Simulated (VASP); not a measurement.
# Al6Ru5 in VASP: single point with PBE

Aim: the single point of Al6Ru5 with PBE.

Program: VASP 6.6.1. These are calculated values, not measurements. Logs are shortened: lines on timing, memory, paths and dates and some standing lists are left out, and cuts for length are marked.

## 1. The cell of the first run

The cell holds a slab with vacuum, 11 atoms: a = 3.004 Å, b = 3.004 Å, c = 30.020 Å, α = 90.00°, β = 90.00°, γ = 90.00°.

## 2. Single point, PBE

The input, INCAR:

```
SYSTEM = Al6Ru5
ALGO     = Fast           ! electronic algorithm
DIPOL    = 0.5 0.5 0.500
EDIFF    = 1E-7           ! SCF threshold, eV
ENCUT    = 520            ! plane-wave cutoff, eV
GGA      = PE             ! functional
IDIPOL   = 3            
ISIF     = 2              ! what is computed and relaxed
ISMEAR   = 0              ! smearing method
LASPH    = .TRUE.         ! aspherical terms in the spheres
LCHARG   = .FALSE.        ! write CHGCAR
LDIPOL   = .TRUE.       
LREAL    = .FALSE.        ! projectors in reciprocal space
LWAVE    = .FALSE.        ! write WAVECAR
NBANDS   = 55             ! bands
NELM     = 60             ! most SCF steps
PREC     = Accurate       ! precision mode
SIGMA    = 0.1            ! smearing width, eV
```

The input, KPOINTS:

```
k-points
0
G
  12 12 1
  0 0 0
```

The input, POSCAR:

```
Al6Ru5
1.0
    3.0040847245      0.0000000000      0.0000000000
    0.0000000000      3.0040847245      0.0000000000
    0.0000000000      0.0000000000     30.0204236227
Al Ru
6 5
Direct
    0.0000000000      0.0000000000      0.2498299189
    0.0000000000      0.0000000000      0.3498979514
    0.0000000000      0.0000000000      0.4499659838
    0.0000000000      0.0000000000      0.5500340162
    0.0000000000      0.0000000000      0.6501020486
    0.0000000000      0.0000000000      0.7501700811
    0.5000000000      0.5000000000      0.2998639351
    0.5000000000      0.5000000000      0.3999319676
    0.5000000000      0.5000000000      0.5000000000
    0.5000000000      0.5000000000      0.6000680324
    0.5000000000      0.5000000000      0.7001360649
```

Potentials or basis: VASP PAW PBE potentials, release 64 (Al, Ru_pv).

Command:

```console
$ cat potpaw_PBE.64/Al/POTCAR potpaw_PBE.64/Ru_pv/POTCAR > POTCAR
$ mpirun -np 1 vasp_std > vasp.out
```

OUTCAR:

```text
SYSTEM = Al6Ru5
   EDIFF = 1E-7
   ENCUT = 520
   GGA = PE
   ISIF = 2
   ISMEAR = 0
   LASPH = .TRUE.
   LREAL = .FALSE.
   NELM = 60
   PREC = Accurate

 ion  position               nearest neighbor table
   1  0.000  0.000  0.250-   7 2.60   7 2.60   7 2.60   7 2.60   2 3.00
   2  0.000  0.000  0.350-   8 2.60   8 2.60   8 2.60   8 2.60   7 2.60   7 2.60   7 2.60   7 2.60
                             3 3.00   1 3.00
   3  0.000  0.000  0.450-   8 2.60   9 2.60   8 2.60   9 2.60   8 2.60   9 2.60   8 2.60   9 2.60
                             2 3.00   4 3.00
   4  0.000  0.000  0.550-   9 2.60  10 2.60   9 2.60  10 2.60   9 2.60  10 2.60   9 2.60  10 2.60
                             5 3.00   3 3.00
   5  0.000  0.000  0.650-  10 2.60  10 2.60  10 2.60  10 2.60  11 2.60  11 2.60  11 2.60  11 2.60
                             4 3.00   6 3.00
   6  0.000  0.000  0.750-  11 2.60  11 2.60  11 2.60  11 2.60   5 3.00
   7  0.500  0.500  0.300-   1 2.60   1 2.60   1 2.60   1 2.60   2 2.60   2 2.60   2 2.60   2 2.60
                             8 3.00
   8  0.500  0.500  0.400-   2 2.60   2 2.60   2 2.60   2 2.60   3 2.60   3 2.60   3 2.60   3 2.60
                             9 3.00   7 3.00
   9  0.500  0.500  0.500-   3 2.60   4 2.60   3 2.60   4 2.60   3 2.60   4 2.60   3 2.60   4 2.60
                             8 3.00  10 3.00
  10  0.500  0.500  0.600-   5 2.60   5 2.60   5 2.60   5 2.60   4 2.60   4 2.60   4 2.60   4 2.60
                             9 3.00  11 3.00
  11  0.500  0.500  0.700-   6 2.60   6 2.60   6 2.60   6 2.60   5 2.60   5 2.60   5 2.60   5 2.60
                            10 3.00

  LATTYP: Found a simple tetragonal cell.
 ALAT       =     3.0040847245
 C/A-ratio  =     9.9932013827

  Lattice vectors:

 A1 = (   3.0040847245,   0.0000000000,   0.0000000000)
 A2 = (   0.0000000000,   3.0040847245,   0.0000000000)
 A3 = (   0.0000000000,   0.0000000000,  30.0204236227)

Analysis of symmetry for initial positions (statically):
=====================================================================
 Subroutine PRICEL returns:
 Original cell was already a primitive cell.

 Routine SETGRP: Setting up the symmetry group for a
 simple tetragonal supercell.

 Subroutine GETGRP returns: Found 16 space group operations
 (whereof 16 operations were pure point group operations)
 out of a pool of 16 trial point group operations.

The static configuration has the point symmetry D_4h.

Analysis of symmetry for dynamics (positions and initial velocities):
=====================================================================
 Subroutine PRICEL returns:
 Original cell was already a primitive cell.

 Routine SETGRP: Setting up the symmetry group for a
 simple tetragonal supercell.

 Subroutine GETGRP returns: Found 16 space group operations
 (whereof 16 operations were pure point group operations)
 out of a pool of 16 trial point group operations.

The dynamic configuration has the point symmetry D_4h.

 Subroutine INISYM returns: Found 16 space group operations
 (whereof 16 operations are pure point group operations),
 and found     1 'primitive' translations

----------------------------------------------------------------------------------------

                                     Primitive cell

  volume of cell :     270.9201

  direct lattice vectors                    reciprocal lattice vectors
     3.004084725  0.000000000  0.000000000     0.332880092  0.000000000  0.000000000
     0.000000000  3.004084725  0.000000000     0.000000000  0.332880092  0.000000000
     0.000000000  0.000000000 30.020423623     0.000000000  0.000000000  0.033310656

  length of vectors
     3.004084725  3.004084725 30.020423623     0.332880092  0.332880092  0.033310656

  position of ions in fractional coordinates (direct lattice)
     0.000000000  0.000000000  0.249829919
     0.000000000  0.000000000  0.349897951
     0.000000000  0.000000000  0.449965984
     0.000000000  0.000000000  0.550034016
     0.000000000  0.000000000  0.650102049
     0.000000000  0.000000000  0.750170081
     0.500000000  0.500000000  0.299863935
     0.500000000  0.500000000  0.399931968
     0.500000000  0.500000000  0.500000000
     0.500000000  0.500000000  0.600068032
     0.500000000  0.500000000  0.700136065

  ion indices of the primitive-cell ions
   primitive index   ion index
                 1           1
                 2           2
                 3           3
                 4           4
                 5           5
                 6           6
                 7           7
                 8           8
                 9           9
                10          10
                11          11
[... 24 lines left out ...]

 Found     28 irreducible k-points:

 Following reciprocal coordinates:
            Coordinates               Weight
  0.000000  0.000000  0.000000      1.000000
  0.083333  0.000000  0.000000      4.000000
  0.166667  0.000000  0.000000      4.000000
  0.250000  0.000000  0.000000      4.000000
  0.333333  0.000000  0.000000      4.000000
  0.416667  0.000000  0.000000      4.000000
[... 16 lines left out ...]
  0.333333  0.333333  0.000000      4.000000
  0.416667  0.333333  0.000000      8.000000
 [... further k-points ...]
   k-points           NKPTS =     28   k-points in BZ     NKDIM =     28   number of bands    NBANDS=     55
   number of dos      NEDOS =    301   number of ions     NIONS =     11
   total plane-waves  NPLWV = 129024
   dimension x,y,z NGX =    24 NGY =   24 NGZ =  224
   dimension x,y,z NGXF=    48 NGYF=   48 NGZF=  448
   ions per type =               6   5
   NGX,Y,Z   is equivalent  to a cutoff of  13.28, 13.28, 12.40 a.u.
   NGXF,Y,Z  is equivalent  to a cutoff of  26.56, 26.56, 24.81 a.u.
 SYSTEM =  Al6Ru5
   PREC   = accura    normal or accurate (medium, high low for compatibility)
   ISTART =      0    job   : 0-new  1-cont  2-samecut
   ICHARG =      2    charge: 1-file 2-atom 10-const
   ISPIN  =      1    spin polarized calculation?
   LNONCOLLINEAR =      F non collinear calculations
   LSORBIT =      F    spin-orbit coupling
   LASPH  =      T    aspherical Exc in radial PAW
   ENCUT  =  520.0 eV  38.22 Ry    6.18 a.u.   5.59  5.59 55.82*2*pi/ulx,y,z
   NELM   =     60;   NELMIN=  2; NELMDL= -5     # of ELM steps
   EDIFF  = 0.1E-06   stopping-criterion for ELM
   LREAL  =      F    real-space projection
   EDIFFG = 0.1E-05   stopping-criterion for IOM
   NSW    =      0    number of steps for IOM
   IBRION =     -1    ionic relax: 0-MD 1-quasi-New 2-CG
   NFREE  =      0    steps in history (QN), initial steepest desc. (CG)
   ISIF   =      2    stress and relaxation
   ISYM   =      2    0-nonsym 1-usesym 2-fastsym
   POTIM  = 0.5000    time-step for ionic-motion
   TEBEG  =    0.0;   TEEND  =   0.0 temperature during run
   PSTRESS=    0.0 pullay stress
   NELECT =      88.0000    total number of electrons
   NUPDOWN=      -1.0000    fix difference up-down
   EMIN   =  10.00;   EMAX   =-10.00  energy-range for DOS
   EFERMI =   0.00;   METHOD = LEGACY
   ISMEAR =     0;   SIGMA  =   0.10  broadening in eV -4-tet -1-fermi 0-gaus
   EFERMI_NEDOS =   21; number of points for ismear=-14 and -15
   IALGO  =     68    algorithm
   IMIX   =      4    mixing-type and parameters
     AMIX     =   0.40;   BMIX     =  1.00
     AMIX_MAG =   1.60;   BMIX_MAG =  1.00
  volume/ion in A,a.u.               =      24.63       166.21
  Fermi-wavevector in a.u.,A,eV,Ry     =   1.125353  2.126608 17.230673  1.266419
  Thomas-Fermi vector in A             =   2.262029
   LORBIT       =      0    0 simple, 1 ext, 2 COOP (PROOUT), +10 PAW based schemes
   GGA     = PE    functional components
   LHFCALC =     F    Hartree Fock is set to
   AEXX    =    0.0000 exact exchange contribution
   IVDW    =     0    specifies the selected vdW correction
   LEPSILON=     F    determine dielectric tensor
   LRPA    =     F    only Hartree local field effects (RPA)
 non-spin polarized calculation
 RMM-DIIS sequential band-by-band and
 Gauss-broadening in eV      SIGMA  =   0.10
  energy-cutoff  :      520.00
  volume of cell :      270.92
 maximum number of plane-waves:      7333
 NGX is ok and might be reduce to    24
   NGX = 11   NGY = 11   NGZ =111

 number of electron      87.9999991 magnetization

 dipolmoment           0.000000      0.000000      0.000000 electrons x Angstroem

 Free energy of the ion-electron system (eV)
  ---------------------------------------------------
  ext. energy  EPLUGINS =         0.00000000
  ---------------------------------------------------
  free energy    TOTEN  =       -73.91645826 eV

  energy without entropy =      -73.88527176  energy(sigma->0) =      -73.90086501

 E-fermi :   4.4557     XC(G=0):  -7.5633

 val. band max:        4.4474597191   @ k =   0.0000   0.0000   0.0000
 cond. band min:       4.4978520787   @ k =   0.0833   0.0833   0.0000
 fundamental gap:      0.0503923597
 Fermi energy:         4.4556756400

 k-point     1 :       0.0000    0.0000    0.0000
  band No.  band energies     occupation
      1     -37.5363      2.00000
      2     -37.5297      2.00000
      3     -37.4665      2.00000
      4     -37.4065      2.00000
      5     -37.4065      2.00000
      6     -37.4065      2.00000
[... 1381 lines left out ...]
     54       8.4076      0.00000
     55       9.1022      0.00000

 [... further k-points ...]

------------------------ aborting loop because EDIFF is reached ----------------------------------------

 vacuum level on the upper side and lower side of the slab       (xc-potential included)        -0.127        -0.127

  FORCE on cell =-STRESS in cart. coord.  units (eV):
  Direction    XX          YY          ZZ          XY          YZ          ZX
  --------------------------------------------------------------------------------------
  -------------------------------------------------------------------------------------
  Total       -1.7435010     -1.7435010     -4.1460585      0.0000000      0.0000000      0.0000000
  in kB      -10.3107824    -10.3107824    -24.5191176      0.0000000      0.0000000      0.0000000
  external PRESSURE =     -15.0468942 kB  Pullay stress =       0.0000000 kB

 VOLUME and BASIS-vectors are now :
 -----------------------------------------------------------------------------
  energy-cutoff  :      520.00
  volume of cell :      270.92
      direct lattice vectors                 reciprocal lattice vectors
     3.004084725  0.000000000  0.000000000     0.332880092  0.000000000  0.000000000
     0.000000000  3.004084725  0.000000000     0.000000000  0.332880092  0.000000000
     0.000000000  0.000000000 30.020423623     0.000000000  0.000000000  0.033310656

 POSITION                                       TOTAL-FORCE (eV/Angst)
 -----------------------------------------------------------------------------------
      0.00000      0.00000      7.50000        -0.000000     -0.000000      1.414640
      0.00000      0.00000     10.50408         0.000000     -0.000000      0.074344
      0.00000      0.00000     13.50817         0.000000     -0.000000     -0.057938
      0.00000      0.00000     16.51225        -0.000000     -0.000000      0.057938
      0.00000      0.00000     19.51634         0.000000     -0.000000     -0.074344
      0.00000      0.00000     22.52042         0.000000     -0.000000     -1.414640
      1.50204      1.50204      9.00204        -0.000000      0.000000     -1.510650
      1.50204      1.50204     12.00613         0.000000     -0.000000      0.081718
      1.50204      1.50204     15.01021         0.000000     -0.000000      0.000000
      1.50204      1.50204     18.01430         0.000000      0.000000     -0.081718
      1.50204      1.50204     21.01838         0.000000      0.000000      1.510650
 -----------------------------------------------------------------------------------
    total drift:                                0.000000     -0.000000     -0.000000

  FREE ENERGIE OF THE ION-ELECTRON SYSTEM (eV)
  ---------------------------------------------------
  free  energy   TOTEN  =       -73.9164582579 eV

  energy  without entropy=      -73.8852717572  energy(sigma->0) =      -73.90086501

 vacuum level on the upper side and lower side of the slab         7.589         7.589
```

It took 10 min on 1 thread of AMD EPYC 9R45 (Zen 5), shared host; peak memory 0.5 GiB.

What came out:

- Free energy: -73.9165 eV
- Largest force: 1.511 eV/Å
- Band gap on the k mesh: zero (band 44 reaches 5.88 eV, above the bottom of band 45 at 3.73 eV)

Forces on the atoms (eV/Å):
```
Al   0.000  0.000  1.415
Al   0.000  0.000  0.074
Al   0.000  0.000 -0.058
Al   0.000  0.000  0.058
Al   0.000  0.000 -0.074
Al   0.000  0.000 -1.415
Ru   0.000  0.000 -1.511
Ru   0.000  0.000  0.082
Ru   0.000  0.000  0.000
Ru   0.000  0.000 -0.082
Ru   0.000  0.000  1.511
```
